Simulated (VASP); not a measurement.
# TaC (Fm-3m) in VASP: relaxation of the atoms with PBE

Aim: the relaxation of the atoms of TaC with PBE.

Program: VASP 6.6.1. These are calculated values, not measurements. Logs are shortened: lines on timing, memory, paths and dates and some standing lists are left out, and cuts for length are marked.

### 1 The cell of the first run

Symmetry: Fm-3m, No. 225, cubic system. The conventional cell has a = 4.460 Å, b = 4.460 Å, c = 4.460 Å, α = 90.00°, β = 90.00°, γ = 90.00°. Ta (site symmetry m-3m) has 6 C at 2.23 Å within 2.9 Å. Within 2.9 Å of C (site symmetry m-3m) lie 6 Ta at 2.23 Å.

### 2 Relaxation of the atoms, PBE, collinear spin (11.09 Å³/atom)

The input, INCAR:

```
SYSTEM = TaC
PREC = Accurate
ENCUT = 520
EDIFF = 1E-7
ISMEAR = -1
SIGMA = 0.05
LREAL = .FALSE.
LASPH = .TRUE.
NELM = 200
ALGO = Normal
ISIF = 2
LWAVE = .FALSE.
LCHARG = .FALSE.
ISPIN = 2
MAGMOM = 1 0
LORBIT = 11
LMAXMIX = 4
GGA = PE
IBRION = 2
NSW = 80
EDIFFG = -0.02
GGA_COMPAT = .FALSE.
NELMIN = 4
KPAR = 4
```

The input, KPOINTS:

```
Automatic mesh
0
G
  18 18 18
  0 0 0
```

The input, POSCAR:

```
TaC
1.0
    0.0000000000      2.2299324319      2.2299324319
    2.2299324319      0.0000000000      2.2299324319
    2.2299324319      2.2299324319      0.0000000000
Ta C
1 1
Direct
    0.0000000000      0.0000000000      0.0000000000
    0.5000000000      0.5000000000      0.5000000000
```

Potentials or basis: VASP PAW PBE potentials, release 64 (Ta_pv, C).

The run is started by

```
$ cat potpaw_PBE.64/Ta_pv/POTCAR potpaw_PBE.64/C/POTCAR > POTCAR
$ mpirun -np 4 vasp_std > vasp.out
```

OUTCAR:

```text
SYSTEM = TaC
   PREC = Accurate
   ENCUT = 520
   EDIFF = 1E-7
   ISMEAR = -1
   LREAL = .FALSE.
   LASPH = .TRUE.
   NELM = 200
   ISIF = 2
   ISPIN = 2
   LORBIT = 11
   GGA = PE
   IBRION = 2
   NSW = 80
   EDIFFG = -0.02
   NELMIN = 4

 ion  position               nearest neighbor table
   1  0.000  0.000  0.000-   2 2.23   2 2.23   2 2.23   2 2.23   2 2.23   2 2.23
   2  0.500  0.500  0.500-   1 2.23   1 2.23   1 2.23   1 2.23   1 2.23   1 2.23

  LATTYP: Found a face centered cubic cell.
 ALAT       =     4.4598648638

  Lattice vectors:

 A1 = (   0.0000000000,   2.2299324319,   2.2299324319)
 A2 = (   2.2299324319,   0.0000000000,   2.2299324319)
 A3 = (   2.2299324319,   2.2299324319,   0.0000000000)

Analysis of symmetry for initial positions (statically):
=====================================================================
 Subroutine PRICEL returns:
 Original cell was already a primitive cell.

 Routine SETGRP: Setting up the symmetry group for a
 face centered cubic supercell.

 Subroutine GETGRP returns: Found 48 space group operations
 (whereof 48 operations were pure point group operations)
 out of a pool of 48 trial point group operations.

The static configuration has the point symmetry O_h .

Analysis of symmetry for dynamics (positions and initial velocities):
=====================================================================
 Subroutine PRICEL returns:
 Original cell was already a primitive cell.

 Routine SETGRP: Setting up the symmetry group for a
 face centered cubic supercell.

 Subroutine GETGRP returns: Found 48 space group operations
 (whereof 48 operations were pure point group operations)
 out of a pool of 48 trial point group operations.

The dynamic configuration has the point symmetry O_h .

Analysis of structural, dynamic, and magnetic symmetry:
=====================================================================
 Subroutine PRICEL returns:
 Original cell was already a primitive cell.

 Routine SETGRP: Setting up the symmetry group for a
 face centered cubic supercell.

 Subroutine GETGRP returns: Found 48 space group operations
 (whereof 48 operations were pure point group operations)
 out of a pool of 48 trial point group operations.

The overall configuration has the point symmetry O_h .

 Subroutine INISYM returns: Found 48 space group operations
 (whereof 48 operations are pure point group operations),
 and found     1 'primitive' translations

----------------------------------------------------------------------------------------

                                     Primitive cell

  volume of cell :      22.1771

  direct lattice vectors                    reciprocal lattice vectors
     0.000000000  2.229932432  2.229932432    -0.224222040  0.224222040  0.224222040
     2.229932432  0.000000000  2.229932432     0.224222040 -0.224222040  0.224222040
     2.229932432  2.229932432  0.000000000     0.224222040  0.224222040 -0.224222040

  length of vectors
     3.153600688  3.153600688  3.153600688     0.388363966  0.388363966  0.388363966

  position of ions in fractional coordinates (direct lattice)
     0.000000000  0.000000000  0.000000000
     0.500000000  0.500000000  0.500000000

  ion indices of the primitive-cell ions
   primitive index   ion index
                 1           1
                 2           2

----------------------------------------------------------------------------------------

 KPOINTS: Automatic mesh

Automatic generation of k-mesh.
 Grid dimensions read from file:
 generate k-points for:   18   18   18

 Generating k-lattice:

  Cartesian coordinates                     Fractional coordinates (reciprocal lattice)
    -0.012456780  0.012456780  0.012456780     0.055555556  0.000000000  0.000000000
     0.012456780 -0.012456780  0.012456780     0.000000000  0.055555556  0.000000000
     0.012456780  0.012456780 -0.012456780     0.000000000  0.000000000  0.055555556

  Length of vectors
     0.021575776  0.021575776  0.021575776

  Shift w.r.t. Gamma in fractional coordinates (k-lattice)
     0.000000000  0.000000000  0.000000000

 Subroutine IBZKPT returns following result:
 ===========================================

 Found    195 irreducible k-points:

 Following reciprocal coordinates:
            Coordinates               Weight
  0.000000  0.000000  0.000000      1.000000
  0.055556  0.000000  0.000000      8.000000
  0.111111  0.000000  0.000000      8.000000
  0.166667  0.000000  0.000000      8.000000
  0.222222  0.000000  0.000000      8.000000
  0.277778  0.000000  0.000000      8.000000
[... 16 lines left out ...]
 -0.277778  0.055556  0.000000     24.000000
 -0.222222  0.055556  0.000000     24.000000
 [... further k-points ...]
   k-points           NKPTS =    195   k-points in BZ     NKDIM =    195   number of bands    NBANDS=     12
   number of dos      NEDOS =    301   number of ions     NIONS =      2
   total plane-waves  NPLWV =  13824
   dimension x,y,z NGX =    24 NGY =   24 NGZ =   24
   dimension x,y,z NGXF=    48 NGYF=   48 NGZF=   48
   ions per type =               1   1
   NGX,Y,Z   is equivalent  to a cutoff of  12.65, 12.65, 12.65 a.u.
   NGXF,Y,Z  is equivalent  to a cutoff of  25.30, 25.30, 25.30 a.u.
 SYSTEM =  TaC
   PREC   = accura    normal or accurate (medium, high low for compatibility)
   ISTART =      0    job   : 0-new  1-cont  2-samecut
   ICHARG =      2    charge: 1-file 2-atom 10-const
   ISPIN  =      2    spin polarized calculation?
   LNONCOLLINEAR =      F non collinear calculations
   LSORBIT =      F    spin-orbit coupling
   LASPH  =      T    aspherical Exc in radial PAW
   ENCUT  =  520.0 eV  38.22 Ry    6.18 a.u.   5.86  5.86  5.86*2*pi/ulx,y,z
   NELM   =    200;   NELMIN=  4; NELMDL= -5     # of ELM steps
   EDIFF  = 0.1E-06   stopping-criterion for ELM
   LREAL  =      F    real-space projection
   EDIFFG = -.2E-01   stopping-criterion for IOM
   NSW    =     80    number of steps for IOM
   IBRION =      2    ionic relax: 0-MD 1-quasi-New 2-CG
   NFREE  =      1    steps in history (QN), initial steepest desc. (CG)
   ISIF   =      2    stress and relaxation
   ISYM   =      2    0-nonsym 1-usesym 2-fastsym
   POTIM  = 0.5000    time-step for ionic-motion
   TEBEG  =    0.0;   TEEND  =   0.0 temperature during run
   PSTRESS=    0.0 pullay stress
   NELECT =      15.0000    total number of electrons
   NUPDOWN=      -1.0000    fix difference up-down
   EMIN   =  10.00;   EMAX   =-10.00  energy-range for DOS
   EFERMI =   0.00;   METHOD = LEGACY
   ISMEAR =    -1;   SIGMA  =   0.05  broadening in eV -4-tet -1-fermi 0-gaus
   EFERMI_NEDOS =   21; number of points for ismear=-14 and -15
   IALGO  =     38    algorithm
   IMIX   =      4    mixing-type and parameters
     AMIX     =   0.40;   BMIX     =  1.00
     AMIX_MAG =   1.60;   BMIX_MAG =  1.00
  volume/ion in A,a.u.               =      11.09        74.83
  Fermi-wavevector in a.u.,A,eV,Ry     =   1.437044  2.715620 28.097349  2.065097
  Thomas-Fermi vector in A             =   2.556166
   LORBIT       =     11    0 simple, 1 ext, 2 COOP (PROOUT), +10 PAW based schemes
   GGA     = PE    functional components
   LHFCALC =     F    Hartree Fock is set to
   AEXX    =    0.0000 exact exchange contribution
   IVDW    =     0    specifies the selected vdW correction
   LEPSILON=     F    determine dielectric tensor
   LRPA    =     F    only Hartree local field effects (RPA)
 conjugate gradient relaxation of ions
 spin polarized calculation
  energy-cutoff  :      520.00
  volume of cell :       22.18
 maximum number of plane-waves:       610
   NGX = 11   NGY = 11   NGZ = 11

 number of electron      15.0000000 magnetization      -0.0010372

 number of electron      15.0000000 magnetization       0.0000044

 Free energy of the ion-electron system (eV)
  ---------------------------------------------------
  ext. energy  EPLUGINS =         0.00000000
  ---------------------------------------------------
  free energy    TOTEN  =       -22.19819815 eV

  energy without entropy =      -22.19076322  energy(sigma->0) =      -22.19448068

 E-fermi :   8.3530     XC(G=0): -13.1863

 val. band max:        8.3471871265   @ k =  -0.1667   0.2222   0.0556
 cond. band min:       8.3558610790   @ k =   0.4444   0.2222   0.1111
 fundamental gap:      0.0086739525
 Fermi energy:         8.3529951886

 spin component 1

 k-point     1 :       0.0000    0.0000    0.0000
  band No.  band energies     occupation
      1     -26.7156      1.00000
      2     -26.7156      1.00000
      3     -26.7156      1.00000
      4      -6.4321      1.00000
      5       7.0363      1.00000
      6       7.0363      1.00000
      7       7.0363      1.00000
      8       7.8874      0.99991
      9       7.8874      0.99991
     10       7.8874      0.99991
     11       9.0147      0.00000
     12       9.0147      0.00000

 k-point     2 :       0.0556    0.0000    0.0000
  band No.  band energies     occupation
      1     -26.7382      1.00000
      2     -26.7178      1.00000
      3     -26.7178      1.00000
      4      -6.3449      1.00000
      5       6.5357      1.00000
      6       6.8480      1.00000
      7       6.8480      1.00000
      8       7.5461      1.00000
      9       7.5461      1.00000
     10       8.1993      0.95583
     11       9.7174      0.00000
     12       9.7174      0.00000
[... 301 lines left out ...]
 k-point    23 :      -0.2778    0.0556    0.0000
  band No.  band energies     occupation
      1     -27.1770      1.00000
      2     -26.7892      1.00000
      3     -26.7553      1.00000
      4      -4.2284      1.00000
      5       2.2628      1.00000
      6       3.6878      1.00000
      7       3.9602      1.00000
      8       8.9988      0.00000
      9       9.4233      0.00000
     10      10.2185      0.00000
     11      14.3762      0.00000
     12      15.9107      0.00000

 k-point    24 :      -0.2222    0.0556    0.0000
  band No.  band energies     occupation
      1     -27.0599      1.00000
      2     -26.7757      1.00000
      3     -26.7418      1.00000
      4      -4.8817      1.00000
      5       3.2144      1.00000
      6       4.2021      1.00000
      7       4.4979      1.00000
      8       8.3658      0.43629
      9       8.9848      0.00000
     10       9.6645      0.00000
     11      13.1218      0.00000
     12      14.6469      0.00000

 [... further k-points ...]

 spin component 2

 k-point     1 :       0.0000    0.0000    0.0000
  band No.  band energies     occupation
      1     -26.7156      1.00000
      2     -26.7156      1.00000
      3     -26.7156      1.00000
      4      -6.4321      1.00000
      5       7.0363      1.00000
      6       7.0363      1.00000
      7       7.0363      1.00000
      8       7.8874      0.99991
      9       7.8874      0.99991
     10       7.8874      0.99991
     11       9.0146      0.00000
     12       9.0146      0.00000

 k-point     2 :       0.0556    0.0000    0.0000
  band No.  band energies     occupation
      1     -26.7382      1.00000
      2     -26.7179      1.00000
      3     -26.7179      1.00000
      4      -6.3449      1.00000
      5       6.5357      1.00000
      6       6.8480      1.00000
      7       6.8480      1.00000
      8       7.5461      1.00000
      9       7.5461      1.00000
     10       8.1993      0.95583
     11       9.7174      0.00000
     12       9.7174      0.00000
[... 301 lines left out ...]
 k-point    23 :      -0.2778    0.0556    0.0000
  band No.  band energies     occupation
      1     -27.1770      1.00000
      2     -26.7892      1.00000
      3     -26.7553      1.00000
      4      -4.2284      1.00000
      5       2.2628      1.00000
      6       3.6878      1.00000
      7       3.9602      1.00000
      8       8.9988      0.00000
      9       9.4233      0.00000
     10      10.2185      0.00000
     11      14.3762      0.00000
     12      15.9106      0.00000

 k-point    24 :      -0.2222    0.0556    0.0000
  band No.  band energies     occupation
      1     -27.0600      1.00000
      2     -26.7758      1.00000
      3     -26.7418      1.00000
      4      -4.8817      1.00000
      5       3.2144      1.00000
      6       4.2021      1.00000
      7       4.4979      1.00000
      8       8.3658      0.43633
      9       8.9848      0.00000
     10       9.6645      0.00000
     11      13.1217      0.00000
     12      14.6469      0.00000

 [... further k-points ...]

------------------------ aborting loop because EDIFF is reached ----------------------------------------

  FORCE on cell =-STRESS in cart. coord.  units (eV):
  Direction    XX          YY          ZZ          XY          YZ          ZX
  --------------------------------------------------------------------------------------
  -------------------------------------------------------------------------------------
  Total        0.5894166      0.5894166      0.5894166      0.0000000      0.0000000      0.0000000
  in kB       42.5821731     42.5821731     42.5821731      0.0000000      0.0000000      0.0000000
  external PRESSURE =      42.5821731 kB  Pullay stress =       0.0000000 kB

 VOLUME and BASIS-vectors are now :
 -----------------------------------------------------------------------------
  energy-cutoff  :      520.00
  volume of cell :       22.18
      direct lattice vectors                 reciprocal lattice vectors
     0.000000000  2.229932432  2.229932432    -0.224222040  0.224222040  0.224222040
     2.229932432  0.000000000  2.229932432     0.224222040 -0.224222040  0.224222040
     2.229932432  2.229932432  0.000000000     0.224222040  0.224222040 -0.224222040

 POSITION                                       TOTAL-FORCE (eV/Angst)
 -----------------------------------------------------------------------------------
      0.00000      0.00000      0.00000         0.000000      0.000000      0.000000
      2.22993      2.22993      2.22993         0.000000     -0.000000     -0.000000
 -----------------------------------------------------------------------------------
    total drift:                                0.000000     -0.000000     -0.000000

  FREE ENERGIE OF THE ION-ELECTRON SYSTEM (eV)
  ---------------------------------------------------
  free  energy   TOTEN  =       -22.1981981464 eV

  energy  without entropy=      -22.1907632179  energy(sigma->0) =      -22.19448068

 reached required accuracy - stopping structural energy minimisation

 total charge

# of ion       s       p       d       tot
------------------------------------------
    1        0.301   6.272   2.383   8.956
    2        0.865   1.584   0.000   2.448
--------------------------------------------------
tot          1.166   7.855   2.383  11.405

 magnetization (x)

# of ion       s       p       d       tot
------------------------------------------
    1       -0.000   0.000  -0.000  -0.000
    2        0.000   0.000   0.000   0.000
--------------------------------------------------
tot          0.000   0.000  -0.000  -0.000
```

It took 30 s on 4 MPI ranks of Oxide Virtual Turin-like, shared host; peak memory 0.19 GiB.

What came out:

```
Free energy                                           : -22.1982 eV
Pressure after relaxing                               : 4.3 GPa
Net moment                                            : 0.00 μB per cell
Valence electrons inside the program's atomic spheres : Ta 8.96; C 2.45
```

Final structure:
```cif
data_structure
_symmetry_space_group_name_H-M 'P 1'
_symmetry_Int_Tables_number 1
_cell_length_a 3.1536
_cell_length_b 3.1536
_cell_length_c 3.1536
_cell_angle_alpha 60.000
_cell_angle_beta 60.000
_cell_angle_gamma 60.000
_cell_volume 22.18
loop_
_atom_site_label
_atom_site_type_symbol
_atom_site_fract_x
_atom_site_fract_y
_atom_site_fract_z
_atom_site_occupancy
Ta1 Ta 0.00000 0.00000 0.00000 1
C1 C 0.50000 0.50000 0.50000 1
```

Caveat: the relaxation stopped at its first step, so nothing moved; spin-orbit coupling is left out, which moves the levels of the heavy elements.
